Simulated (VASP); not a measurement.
# TiSi16 (a cell with a defect) in VASP: relaxation of the atoms with PBE

Aim: the relaxation of the atoms of TiSi16 (a cell with a defect) with PBE.

All numbers are computed with VASP 6.6.1; they aren't measurements. Logs are shortened: lines on timing, memory, paths and dates and some standing lists are left out, and cuts for length are marked.

## 1. The cell of the first run

The cell holds a defect, 17 atoms: a = 7.679 Å, b = 7.679 Å, c = 7.679 Å, α = 60.00°, β = 60.00°, γ = 60.00°.

## 2. Relaxation of the atoms, PBE

Input file INCAR:

```
PREC = Accurate
ENCUT = 520
EDIFF = 1E-6
ISMEAR = 0
SIGMA = 0.02
LREAL = Auto
LASPH = T
NELM = 100
ALGO = Normal
ISIF = 2
LWAVE = F
LCHARG = F
GGA = PE
IBRION = 2
NSW = 80
EDIFFG = -0.03
```

Input file KPOINTS:

```
regular mesh
0
Gamma
  2 2 2
```

Input file POSCAR:

```
TiSi16
1.0
    0.0000000000      5.4300000000      5.4300000000
    5.4300000000      0.0000000000      5.4300000000
    5.4300000000      5.4300000000      0.0000000000
Si Ti
16 1
Direct
    0.0000000000      0.0000000000      0.0000000000
    0.1250000000      0.1250000000      0.1250000000
    0.0000000000      0.0000000000      0.5000000000
    0.1250000000      0.1250000000      0.6250000000
    0.0000000000      0.5000000000      0.0000000000
    0.1250000000      0.6250000000      0.1250000000
    0.0000000000      0.5000000000      0.5000000000
    0.1250000000      0.6250000000      0.6250000000
    0.5000000000      0.0000000000      0.0000000000
    0.6250000000      0.1250000000      0.1250000000
    0.5000000000      0.0000000000      0.5000000000
    0.6250000000      0.1250000000      0.6250000000
    0.5000000000      0.5000000000      0.0000000000
    0.6250000000      0.6250000000      0.1250000000
    0.5000000000      0.5000000000      0.5000000000
    0.6250000000      0.6250000000      0.6250000000
    0.7520971500      0.7458507100      0.7510176100
```

Potentials or basis: VASP PAW PBE potentials, release 64 (Si, Ti_sv).

Started as:

```bash
> cat potpaw_PBE.64/Si/POTCAR potpaw_PBE.64/Ti_sv/POTCAR > POTCAR
> mpirun -np 1 vasp_std > vasp.out
```

OUTCAR:

```text
PREC = Accurate
   ENCUT = 520
   EDIFF = 1E-6
   ISMEAR = 0
   LREAL = Auto
   LASPH = T
   NELM = 100
   ISIF = 2
   GGA = PE
   IBRION = 2
   NSW = 80
   EDIFFG = -0.03

 ion  position               nearest neighbor table
   1  0.000  0.000  0.000-   2 2.35   4 2.35   6 2.35  10 2.35
   2  0.125  0.125  0.125-   1 2.35   3 2.35   5 2.35   9 2.35
   3  0.000  0.000  0.500-   2 2.35   4 2.35   8 2.35  12 2.35  17 2.73
   4  0.125  0.125  0.625-   1 2.35   3 2.35   7 2.35  11 2.35
   5  0.000  0.500  0.000-   2 2.35   6 2.35   8 2.35  14 2.35  17 2.70
   6  0.125  0.625  0.125-   1 2.35   5 2.35   7 2.35  13 2.35
   7  0.000  0.500  0.500-   4 2.35   6 2.35   8 2.35  16 2.35  17 2.70
   8  0.125  0.625  0.625-  17 2.34   5 2.35   7 2.35  15 2.35   3 2.35
   9  0.500  0.000  0.000-   2 2.35  10 2.35  12 2.35  14 2.35  17 2.73
  10  0.625  0.125  0.125-   1 2.35   9 2.35  11 2.35  13 2.35
  11  0.500  0.000  0.500-   4 2.35  10 2.35  12 2.35  16 2.35  17 2.73
  12  0.625  0.125  0.625-   3 2.35   9 2.35  11 2.35  15 2.35  17 2.38
  13  0.500  0.500  0.000-   6 2.35  10 2.35  14 2.35  16 2.35  17 2.70
  14  0.625  0.625  0.125-  17 2.35   9 2.35  13 2.35  15 2.35   5 2.35
  15  0.500  0.500  0.500-   8 2.35  12 2.35  14 2.35  16 2.35
  16  0.625  0.625  0.625-  17 2.34  11 2.35  13 2.35  15 2.35   7 2.35
  17  0.752  0.746  0.751-   8 2.34  16 2.34  14 2.35  12 2.38   7 2.70   5 2.70  13 2.70   3 2.73
                            11 2.73   9 2.73

  LATTYP: Found a face centered cubic cell.
 ALAT       =    10.8600000000

  Lattice vectors:

 A1 = (   0.0000000000,   5.4300000000,   5.4300000000)
 A2 = (   5.4300000000,   0.0000000000,   5.4300000000)
 A3 = (   5.4300000000,   5.4300000000,   0.0000000000)

Analysis of symmetry for initial positions (statically):
=====================================================================
 Subroutine PRICEL returns:
 Original cell was already a primitive cell.

 Routine SETGRP: Setting up the symmetry group for a
 face centered cubic supercell.

 Subroutine GETGRP returns: Found  1 space group operations
 (whereof  1 operations were pure point group operations)
 out of a pool of 48 trial point group operations.

The static configuration has the point symmetry C_1 .

Analysis of symmetry for dynamics (positions and initial velocities):
=====================================================================
 Subroutine PRICEL returns:
 Original cell was already a primitive cell.

 Routine SETGRP: Setting up the symmetry group for a
 face centered cubic supercell.

 Subroutine GETGRP returns: Found  1 space group operations
 (whereof  1 operations were pure point group operations)
 out of a pool of 48 trial point group operations.

The dynamic configuration has the point symmetry C_1 .

 Subroutine INISYM returns: Found  1 space group operations
 (whereof  1 operations are pure point group operations),
 and found     1 'primitive' translations

----------------------------------------------------------------------------------------

                                     Primitive cell

  volume of cell :     320.2060

  direct lattice vectors                    reciprocal lattice vectors
     0.000000000  5.430000000  5.430000000    -0.092081031  0.092081031  0.092081031
     5.430000000  0.000000000  5.430000000     0.092081031 -0.092081031  0.092081031
     5.430000000  5.430000000  0.000000000     0.092081031  0.092081031 -0.092081031

  length of vectors
     7.679179644  7.679179644  7.679179644     0.159489025  0.159489025  0.159489025

  position of ions in fractional coordinates (direct lattice)
     0.000000000  0.000000000  0.000000000
     0.125000000  0.125000000  0.125000000
     0.000000000  0.000000000  0.500000000
     0.125000000  0.125000000  0.625000000
     0.000000000  0.500000000  0.000000000
     0.125000000  0.625000000  0.125000000
[... 9 lines left out ...]
     0.625000000  0.625000000  0.625000000
     0.752097150  0.745850710  0.751017610

  ion indices of the primitive-cell ions
   primitive index   ion index
                 1           1
                 2           2
                 3           3
                 4           4
                 5           5
                 6           6
[... 9 lines left out ...]
                16          16
                17          17

----------------------------------------------------------------------------------------

 KPOINTS: regular mesh

Automatic generation of k-mesh.
 Grid dimensions read from file:
 generate k-points for:    2    2    2

 Generating k-lattice:

  Cartesian coordinates                     Fractional coordinates (reciprocal lattice)
    -0.046040516  0.046040516  0.046040516     0.500000000  0.000000000  0.000000000
     0.046040516 -0.046040516  0.046040516     0.000000000  0.500000000  0.000000000
     0.046040516  0.046040516 -0.046040516     0.000000000  0.000000000  0.500000000

  Length of vectors
     0.079744512  0.079744512  0.079744512

  Shift w.r.t. Gamma in fractional coordinates (k-lattice)
     0.000000000  0.000000000  0.000000000

 Subroutine IBZKPT returns following result:
 ===========================================

 Found      8 irreducible k-points:

 Following reciprocal coordinates:
            Coordinates               Weight
  0.000000  0.000000  0.000000      1.000000
  0.500000  0.000000  0.000000      1.000000
  0.000000  0.500000  0.000000      1.000000
  0.000000  0.000000  0.500000      1.000000
  0.500000  0.500000  0.500000      1.000000
  0.500000  0.500000  0.000000      1.000000
  0.000000  0.500000  0.500000      1.000000
  0.500000  0.000000  0.500000      1.000000
   k-points           NKPTS =      8   k-points in BZ     NKDIM =      8   number of bands    NBANDS=     47
   number of dos      NEDOS =    301   number of ions     NIONS =     17
   total plane-waves  NPLWV = 216000
   dimension x,y,z NGX =    60 NGY =   60 NGZ =   60
   dimension x,y,z NGXF=   120 NGYF=  120 NGZF=  120
   ions per type =              16   1
   NGX,Y,Z   is equivalent  to a cutoff of  12.99, 12.99, 12.99 a.u.
   NGXF,Y,Z  is equivalent  to a cutoff of  25.98, 25.98, 25.98 a.u.
 SYSTEM =  unknown system
   PREC   = accura    normal or accurate (medium, high low for compatibility)
   ISTART =      0    job   : 0-new  1-cont  2-samecut
   ICHARG =      2    charge: 1-file 2-atom 10-const
   ISPIN  =      1    spin polarized calculation?
   LNONCOLLINEAR =      F non collinear calculations
   LSORBIT =      F    spin-orbit coupling
   LASPH  =      T    aspherical Exc in radial PAW
   ENCUT  =  520.0 eV  38.22 Ry    6.18 a.u.  14.28 14.28 14.28*2*pi/ulx,y,z
   NELM   =    100;   NELMIN=  2; NELMDL= -5     # of ELM steps
   EDIFF  = 0.1E-05   stopping-criterion for ELM
   LREAL  =      T    real-space projection
   EDIFFG = -.3E-01   stopping-criterion for IOM
   NSW    =     80    number of steps for IOM
   IBRION =      2    ionic relax: 0-MD 1-quasi-New 2-CG
   NFREE  =      1    steps in history (QN), initial steepest desc. (CG)
   ISIF   =      2    stress and relaxation
   ISYM   =      2    0-nonsym 1-usesym 2-fastsym
   POTIM  = 0.5000    time-step for ionic-motion
   TEBEG  =    0.0;   TEEND  =   0.0 temperature during run
   PSTRESS=    0.0 pullay stress
   NELECT =      76.0000    total number of electrons
   NUPDOWN=      -1.0000    fix difference up-down
   EMIN   =  10.00;   EMAX   =-10.00  energy-range for DOS
   EFERMI =   0.00;   METHOD = LEGACY
   ISMEAR =     0;   SIGMA  =   0.02  broadening in eV -4-tet -1-fermi 0-gaus
   EFERMI_NEDOS =   21; number of points for ismear=-14 and -15
   IALGO  =     38    algorithm
   IMIX   =      4    mixing-type and parameters
     AMIX     =   0.40;   BMIX     =  1.00
     AMIX_MAG =   1.60;   BMIX_MAG =  1.00
  volume/ion in A,a.u.               =      18.84       127.11
  Fermi-wavevector in a.u.,A,eV,Ry     =   1.013607  1.915439 13.978610  1.027399
  Thomas-Fermi vector in A             =   2.146786
   LORBIT       =      0    0 simple, 1 ext, 2 COOP (PROOUT), +10 PAW based schemes
   GGA     = PE    functional components
   LHFCALC =     F    Hartree Fock is set to
   AEXX    =    0.0000 exact exchange contribution
   IVDW    =     0    specifies the selected vdW correction
   LEPSILON=     F    determine dielectric tensor
   LRPA    =     F    only Hartree local field effects (RPA)
 conjugate gradient relaxation of ions
 non-spin polarized calculation
 Gauss-broadening in eV      SIGMA  =   0.02
  energy-cutoff  :      520.00
  volume of cell :      320.21
 maximum number of plane-waves:      8646
 NGX is ok and might be reduce to    60
   NGX = 29   NGY = 29   NGZ = 29

--------------------------------------- Ionic step        1  -------------------------------------------

 number of electron      76.0000003 magnetization

 Free energy of the ion-electron system (eV)
  ---------------------------------------------------
  ext. energy  EPLUGINS =         0.00000000
  ---------------------------------------------------
  free energy    TOTEN  =       -91.81048605 eV

  energy without entropy =      -91.79616824  energy(sigma->0) =      -91.80332715

------------------------ aborting loop because EDIFF is reached ----------------------------------------

  FORCE on cell =-STRESS in cart. coord.  units (eV):
  Direction    XX          YY          ZZ          XY          YZ          ZX
  --------------------------------------------------------------------------------------
  -------------------------------------------------------------------------------------
  Total        9.8709784      9.8710819      9.8705275      0.1467323      0.2224691     -0.2217959
  in kB       49.3902586     49.3907766     49.3880027      0.7341871      1.1131426     -1.1097740
  external PRESSURE =      49.3896793 kB  Pullay stress =       0.0000000 kB
[... 291 lines left out ...]
  energy  without entropy=      -92.1953087949  energy(sigma->0) =      -92.19819054

--------------------------------------- Ionic step        7  -------------------------------------------

 number of electron      75.9999998 magnetization

 Free energy of the ion-electron system (eV)
  ---------------------------------------------------
  ext. energy  EPLUGINS =         0.00000000
  ---------------------------------------------------
  free energy    TOTEN  =       -92.20194939 eV

  energy without entropy =      -92.19619800  energy(sigma->0) =      -92.19907370

 E-fermi :   6.9453     XC(G=0):  -9.7514

 val. band max:        6.8913527056   @ k =   0.5000   0.5000   0.0000
 cond. band min:       6.9595107567   @ k =   0.0000   0.0000   0.5000
 fundamental gap:      0.0681580512
 Fermi energy:         6.9452780673

 k-point     1 :       0.0000    0.0000    0.0000
  band No.  band energies     occupation
      1     -49.8836      2.00000
      2     -26.2580      2.00000
      3     -26.2570      2.00000
      4     -26.2514      2.00000
      5      -5.7207      2.00000
      6      -3.5133      2.00000
[... 433 lines left out ...]
  FREE ENERGIE OF THE ION-ELECTRON SYSTEM (eV)
  ---------------------------------------------------
  free  energy   TOTEN  =       -92.2019493888 eV

  energy  without entropy=      -92.1961980013  energy(sigma->0) =      -92.19907370

 reached required accuracy - stopping structural energy minimisation
```

Wall time 15 min (1 thread of Oxide Virtual Turin-like, shared host); peak memory 0.52 GiB.

What came out:

| Property | Result |
| --- | --- |
| Free energy | -92.2019 eV |
| Energy gained by relaxing | 23.0 meV/atom |
| Ionic steps | 7 |
| Pressure after relaxing | 4.0 GPa |
| Largest force after relaxing | 0.013 eV/Å |
| Band gap on the k mesh | zero (bands 38 and 39 overlap by 0.43 eV) |

Forces in eV/Å, atoms in the order of the input:
```
Si   0.002 -0.002  0.001
Si   0.008  0.001  0.006
Si  -0.008  0.008  0.006
Si  -0.001 -0.008  0.006
Si  -0.001  0.000  0.001
Si  -0.005  0.005 -0.007
Si   0.000  0.001  0.001
Si   0.001 -0.001 -0.001
Si   0.007  0.007 -0.007
Si   0.007 -0.007 -0.001
Si  -0.007 -0.007 -0.007
Si   0.002 -0.002  0.002
Si   0.000  0.000 -0.001
Si  -0.001 -0.001  0.001
Si  -0.004  0.004 -0.002
Si   0.001  0.001  0.000
Ti  -0.001  0.000  0.002
```

Step by step:
| step | energy change (eV) | largest force (eV/Å) | pressure (GPa) |
| --- | --- | --- | --- |
| 1 | 0.0000 | 1.8979 | 4.94 |
| 2 | -0.3856 | 0.2575 | 3.98 |
| 3 | -0.3865 | 0.1616 | 3.99 |
| 4 | -0.3863 | 0.1433 | 4.00 |
| 5 | -0.3906 | 0.0860 | 4.01 |
| 6 | -0.3906 | 0.0893 | 4.02 |
| 7 | -0.3915 | 0.0129 | 4.02 |

Final structure:
```xyz
17
Lattice="0.0000 5.4300 5.4300 5.4300 0.0000 5.4300 5.4300 5.4300 0.0000" Properties=species:S:1:pos:R:3 pbc="T T T"
Si    5.4303   10.8597    5.4302
Si    1.3404    1.3421    1.3407
Si    2.7134    2.7166    0.0338
Si    4.0879    4.0896    1.3407
Si    2.7147    0.0348    2.7152
Si    4.0891    1.3409    4.0894
Si    5.3953    2.7153    2.7152
Si    6.7406    4.1194    4.1195
Si    0.0336    2.7164    2.7137
Si    1.3407    4.0893    4.0880
Si    2.7136    5.3964    2.7137
Si    4.1150    6.7450    4.1150
Si    2.7149    2.7151    5.3954
Si    4.1187    4.1187    6.7413
Si    5.4263    5.4337    5.4275
Si    6.7413    6.7413    6.7413
Ti    8.1424    8.1476    8.1432
```

Levels at points of the mesh, in eV from the Fermi level:
```
           k point  band 33  band 34  band 35  band 36  band 37  band 38  band 39  band 40  band 41  band 42
(0.00, 0.00, 0.00)    -1.74    -1.00    -1.00    -1.00    -0.42    -0.42    -0.42    -0.12    -0.12     0.24
(0.50, 0.00, 0.00)    -1.99    -1.99    -1.38    -1.38    -0.29     0.01     0.02     0.43     0.43     0.79
(0.00, 0.50, 0.00)    -1.99    -1.99    -1.38    -1.38    -0.29     0.01     0.02     0.43     0.43     0.80
(0.00, 0.00, 0.50)    -1.99    -1.99    -1.38    -1.38    -0.29     0.01     0.02     0.43     0.43     0.79
(0.50, 0.50, 0.50)    -1.99    -1.99    -1.38    -1.38    -0.29     0.01     0.02     0.43     0.43     0.79
(0.50, 0.50, 0.00)    -2.47    -2.02    -2.02    -1.89    -0.72    -0.05     0.55     0.56     1.09     1.32
(0.00, 0.50, 0.50)    -2.47    -2.02    -2.02    -1.89    -0.72    -0.05     0.55     0.56     1.09     1.32
(0.50, 0.00, 0.50)    -2.47    -2.02    -2.02    -1.89    -0.72    -0.05     0.55     0.56     1.09     1.32
```

Caveat: the k points lie up to 0.50 Å⁻¹ apart.

The gap in the log of VASP goes by the Fermi energy; the results here count the filled bands.